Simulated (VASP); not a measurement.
# CaO (Fm-3m) in VASP: relaxation of cell and atoms with LDA

Aim: the relaxation of cell and atoms of CaO with LDA.

All numbers are computed with VASP 6.6.1; they aren't measurements. Logs are shortened: lines on timing, memory, paths and dates and some standing lists are left out, and cuts for length are marked.

## Step 1: The cell of the first run

The structure is cubic, space group Fm-3m (No. 225). Conventional cell: a = 4.813 Å, b = 4.813 Å, c = 4.813 Å, α = 90.00°, β = 90.00°, γ = 90.00°. Ca (site symmetry m-3m) has 6 O at 2.41 Å within 3.2 Å. O (site symmetry m-3m) has 6 Ca at 2.41 Å within 3.2 Å.

## Step 2: Relaxation of cell and atoms, LDA

Input file INCAR:

```
SYSTEM = CaO
ALGO = Normal
EDIFF = 1E-6
EDIFFG = -0.002
ENCUT = 600
IBRION = 2
ISIF = 3
ISMEAR = -1
LASPH = .TRUE.
LCHARG = .FALSE.
LREAL = .FALSE.
LWAVE = .FALSE.
NELM = 80
NSW = 100
PREC = Accurate
SIGMA = 0.1
```

Input file KPOINTS:

```
k-points
0
G
  18 18 18
  0 0 0
```

Input file POSCAR:

```
CaO
1.0
    0.0000000000      2.4065000000      2.4065000000
    2.4065000000      0.0000000000      2.4065000000
    2.4065000000      2.4065000000      0.0000000000
Ca O
1 1
Direct
    0.0000000000      0.0000000000      0.0000000000
    0.5000000000      0.5000000000      0.5000000000
```

Potentials or basis: VASP PAW LDA potentials, release 64 (Ca_sv, O).

Command:

```bash
$ cat potpaw_LDA.64/Ca_sv/POTCAR potpaw_LDA.64/O/POTCAR > POTCAR
$ mpirun -np 1 vasp_std > vasp.out
```

OUTCAR:

```text
SYSTEM = CaO
   EDIFF = 1E-6
   EDIFFG = -0.002
   ENCUT = 600
   IBRION = 2
   ISIF = 3
   ISMEAR = -1
   LASPH = .TRUE.
   LREAL = .FALSE.
   NELM = 80
   NSW = 100
   PREC = Accurate

 ion  position               nearest neighbor table
   1  0.000  0.000  0.000-   2 2.41   2 2.41   2 2.41   2 2.41   2 2.41   2 2.41
   2  0.500  0.500  0.500-   1 2.41   1 2.41   1 2.41   1 2.41   1 2.41   1 2.41

  LATTYP: Found a face centered cubic cell.
 ALAT       =     4.8130000000

  Lattice vectors:

 A1 = (   0.0000000000,   2.4065000000,   2.4065000000)
 A2 = (   2.4065000000,   0.0000000000,   2.4065000000)
 A3 = (   2.4065000000,   2.4065000000,   0.0000000000)

Analysis of symmetry for initial positions (statically):
=====================================================================
 Subroutine PRICEL returns:
 Original cell was already a primitive cell.

 Routine SETGRP: Setting up the symmetry group for a
 face centered cubic supercell.

 Subroutine GETGRP returns: Found 48 space group operations
 (whereof 48 operations were pure point group operations)
 out of a pool of 48 trial point group operations.

The static configuration has the point symmetry O_h .

Analysis of symmetry for dynamics (positions and initial velocities):
=====================================================================
 Subroutine PRICEL returns:
 Original cell was already a primitive cell.

 Routine SETGRP: Setting up the symmetry group for a
 face centered cubic supercell.

 Subroutine GETGRP returns: Found 48 space group operations
 (whereof 48 operations were pure point group operations)
 out of a pool of 48 trial point group operations.

The dynamic configuration has the point symmetry O_h .

 Subroutine INISYM returns: Found 48 space group operations
 (whereof 48 operations are pure point group operations),
 and found     1 'primitive' translations

----------------------------------------------------------------------------------------

                                     Primitive cell

  volume of cell :      27.8732

  direct lattice vectors                    reciprocal lattice vectors
     0.000000000  2.406500000  2.406500000    -0.207770621  0.207770621  0.207770621
     2.406500000  0.000000000  2.406500000     0.207770621 -0.207770621  0.207770621
     2.406500000  2.406500000  0.000000000     0.207770621  0.207770621 -0.207770621

  length of vectors
     3.403304938  3.403304938  3.403304938     0.359869272  0.359869272  0.359869272

  position of ions in fractional coordinates (direct lattice)
     0.000000000  0.000000000  0.000000000
     0.500000000  0.500000000  0.500000000

  ion indices of the primitive-cell ions
   primitive index   ion index
                 1           1
                 2           2

----------------------------------------------------------------------------------------

 KPOINTS: k-points

Automatic generation of k-mesh.
 Grid dimensions read from file:
 generate k-points for:   18   18   18

 Generating k-lattice:

  Cartesian coordinates                     Fractional coordinates (reciprocal lattice)
    -0.011542812  0.011542812  0.011542812     0.055555556  0.000000000  0.000000000
     0.011542812 -0.011542812  0.011542812     0.000000000  0.055555556  0.000000000
     0.011542812  0.011542812 -0.011542812     0.000000000  0.000000000  0.055555556

  Length of vectors
     0.019992737  0.019992737  0.019992737

  Shift w.r.t. Gamma in fractional coordinates (k-lattice)
     0.000000000  0.000000000  0.000000000

 Subroutine IBZKPT returns following result:
 ===========================================

 Found    195 irreducible k-points:

 Following reciprocal coordinates:
            Coordinates               Weight
  0.000000  0.000000  0.000000      1.000000
  0.055556  0.000000  0.000000      8.000000
  0.111111  0.000000  0.000000      8.000000
  0.166667  0.000000  0.000000      8.000000
  0.222222  0.000000  0.000000      8.000000
  0.277778  0.000000  0.000000      8.000000
[... 16 lines left out ...]
 -0.277778  0.055556  0.000000     24.000000
 -0.222222  0.055556  0.000000     24.000000
 [... further k-points ...]
   k-points           NKPTS =    195   k-points in BZ     NKDIM =    195   number of bands    NBANDS=     12
   number of dos      NEDOS =    301   number of ions     NIONS =      2
   total plane-waves  NPLWV =  21952
   dimension x,y,z NGX =    28 NGY =   28 NGZ =   28
   dimension x,y,z NGXF=    56 NGYF=   56 NGZF=   56
   ions per type =               1   1
   NGX,Y,Z   is equivalent  to a cutoff of  13.68, 13.68, 13.68 a.u.
   NGXF,Y,Z  is equivalent  to a cutoff of  27.36, 27.36, 27.36 a.u.
 SYSTEM =  CaO
   PREC   = accura    normal or accurate (medium, high low for compatibility)
   ISTART =      0    job   : 0-new  1-cont  2-samecut
   ICHARG =      2    charge: 1-file 2-atom 10-const
   ISPIN  =      1    spin polarized calculation?
   LNONCOLLINEAR =      F non collinear calculations
   LSORBIT =      F    spin-orbit coupling
   LASPH  =      T    aspherical Exc in radial PAW
   ENCUT  =  600.0 eV  44.10 Ry    6.64 a.u.   6.80  6.80  6.80*2*pi/ulx,y,z
   NELM   =     80;   NELMIN=  2; NELMDL= -5     # of ELM steps
   EDIFF  = 0.1E-05   stopping-criterion for ELM
   LREAL  =      F    real-space projection
   EDIFFG = -.2E-02   stopping-criterion for IOM
   NSW    =    100    number of steps for IOM
   IBRION =      2    ionic relax: 0-MD 1-quasi-New 2-CG
   NFREE  =      1    steps in history (QN), initial steepest desc. (CG)
   ISIF   =      3    stress and relaxation
   ISYM   =      2    0-nonsym 1-usesym 2-fastsym
   POTIM  = 0.5000    time-step for ionic-motion
   TEBEG  =    0.0;   TEEND  =   0.0 temperature during run
   PSTRESS=    0.0 pullay stress
   NELECT =      16.0000    total number of electrons
   NUPDOWN=      -1.0000    fix difference up-down
   EMIN   =  10.00;   EMAX   =-10.00  energy-range for DOS
   EFERMI =   0.00;   METHOD = LEGACY
   ISMEAR =    -1;   SIGMA  =   0.10  broadening in eV -4-tet -1-fermi 0-gaus
   EFERMI_NEDOS =   21; number of points for ismear=-14 and -15
   IALGO  =     38    algorithm
   IMIX   =      4    mixing-type and parameters
     AMIX     =   0.40;   BMIX     =  1.00
     AMIX_MAG =   1.60;   BMIX_MAG =  1.00
  volume/ion in A,a.u.               =      13.94        94.05
  Fermi-wavevector in a.u.,A,eV,Ry     =   1.360564  2.571093 25.186211  1.851134
  Thomas-Fermi vector in A             =   2.487215
   LORBIT       =      0    0 simple, 1 ext, 2 COOP (PROOUT), +10 PAW based schemes
   GGA     = CA    functional components
   LHFCALC =     F    Hartree Fock is set to
   AEXX    =    0.0000 exact exchange contribution
   IVDW    =     0    specifies the selected vdW correction
   LEPSILON=     F    determine dielectric tensor
   LRPA    =     F    only Hartree local field effects (RPA)
 conjugate gradient relaxation of ions
 non-spin polarized calculation
  energy-cutoff  :      600.00
  volume of cell :       27.87
 maximum number of plane-waves:       944
   NGX = 13   NGY = 13   NGZ = 13

--------------------------------------- Ionic step        1  -------------------------------------------

 number of electron      15.9999997 magnetization

 Free energy of the ion-electron system (eV)
  ---------------------------------------------------
  ext. energy  EPLUGINS =         0.00000000
  ---------------------------------------------------
  free energy    TOTEN  =       -14.19042153 eV

  energy without entropy =      -14.19042153  energy(sigma->0) =      -14.19042153

------------------------ aborting loop because EDIFF is reached ----------------------------------------

  FORCE on cell =-STRESS in cart. coord.  units (eV):
  Direction    XX          YY          ZZ          XY          YZ          ZX
  --------------------------------------------------------------------------------------
  -------------------------------------------------------------------------------------
  Total       -1.1794371     -1.1794371     -1.1794371     -0.0000000     -0.0000000     -0.0000000
  in kB      -67.7950143    -67.7950143    -67.7950143     -0.0000000     -0.0000000     -0.0000000
  external PRESSURE =     -67.7950143 kB  Pullay stress =       0.0000000 kB
[... 57 lines left out ...]
  energy  without entropy=      -14.2191305387  energy(sigma->0) =      -14.21913054

--------------------------------------- Ionic step        3  -------------------------------------------

 number of electron      15.9999998 magnetization

 Free energy of the ion-electron system (eV)
  ---------------------------------------------------
  ext. energy  EPLUGINS =         0.00000000
  ---------------------------------------------------
  free energy    TOTEN  =       -14.22668829 eV

  energy without entropy =      -14.22668829  energy(sigma->0) =      -14.22668829

 E-fermi :   4.1388     XC(G=0): -11.3067

 val. band max:        2.3460870383   @ k =   0.0000   0.0000   0.0000
 cond. band min:       5.7715919192   @ k =   0.5000   0.5000   0.0000
 fundamental gap:      3.4255048810
 Fermi energy:         4.1388222374

 k-point     1 :       0.0000    0.0000    0.0000
  band No.  band energies     occupation
      1     -34.4990      2.00000
      2     -15.4978      2.00000
      3     -15.4978      2.00000
      4     -15.4978      2.00000
      5     -12.9715      2.00000
      6       2.3461      2.00000
      7       2.3461      2.00000
      8       2.3461      2.00000
      9       7.3765      0.00000
     10       8.5823      0.00000
     11       8.5823      0.00000
     12       8.5823      0.00000
[... 331 lines left out ...]
 k-point    24 :      -0.2222    0.0556    0.0000
  band No.  band energies     occupation
      1     -34.4293      2.00000
      2     -16.3060      2.00000
      3     -15.5629      2.00000
      4     -15.5156      2.00000
      5     -12.1288      2.00000
      6       0.7354      2.00000
      7       1.5457      2.00000
      8       1.7436      2.00000
      9       8.5219      0.00000
     10       9.4363      0.00000
     11       9.4459      0.00000
     12       9.8683      0.00000

 [... further k-points ...]

------------------------ aborting loop because EDIFF is reached ----------------------------------------

  FORCE on cell =-STRESS in cart. coord.  units (eV):
  Direction    XX          YY          ZZ          XY          YZ          ZX
  --------------------------------------------------------------------------------------
  -------------------------------------------------------------------------------------
  Total       -0.0007422     -0.0007422     -0.0007422      0.0000000      0.0000000      0.0000000
  in kB       -0.0453053     -0.0453053     -0.0453053      0.0000000      0.0000000      0.0000000
  external PRESSURE =      -0.0453053 kB  Pullay stress =       0.0000000 kB
[... 17 lines left out ...]
  FREE ENERGIE OF THE ION-ELECTRON SYSTEM (eV)
  ---------------------------------------------------
  free  energy   TOTEN  =       -14.2266882888 eV

  energy  without entropy=      -14.2266882863  energy(sigma->0) =      -14.22668829

 reached required accuracy - stopping structural energy minimisation
```

It took 2.1 min on 1 thread of AMD EPYC 9R45 (Zen 5), shared host; peak memory 0.19 GiB.

Results:

| Property | Result |
| --- | --- |
| Free energy | -14.2267 eV |
| Relaxed volume | 13.12 Å³/atom |
| Relaxed cell | a = 3.336 Å, b = 3.336 Å, c = 3.336 Å, α = 60.00°, β = 60.00°, γ = 60.00° |
| Space group after relaxing (to 0.05 Å) | Fm-3m (No. 225) |
| Energy gained by relaxing | 18.1 meV/atom |
| Ionic steps | 3 |
| Pressure after relaxing | 0.0 GPa |
| Band gap on the k mesh | 3.43 eV, indirect (least direct gap 3.79 eV) |

Step by step:
| step | energy change (eV) | largest force (eV/Å) | pressure (GPa) | volume (Å³) |
| --- | --- | --- | --- | --- |
| 1 | 0.0000 | 0.0000 | -6.78 | 27.87 |
| 2 | -0.0287 | 0.0000 | 3.62 | 25.56 |
| 3 | -0.0363 | 0.0000 | 0.00 | 26.25 |

Final structure:
```cif
data_structure
_symmetry_space_group_name_H-M 'P 1'
_symmetry_Int_Tables_number 1
_cell_length_a 3.3358
_cell_length_b 3.3358
_cell_length_c 3.3358
_cell_angle_alpha 60.000
_cell_angle_beta 60.000
_cell_angle_gamma 60.000
_cell_volume 26.25
loop_
_atom_site_label
_atom_site_type_symbol
_atom_site_fract_x
_atom_site_fract_y
_atom_site_fract_z
_atom_site_occupancy
Ca1 Ca 0.00000 0.00000 0.00000 1
O1 O 0.50000 0.50000 0.50000 1
```
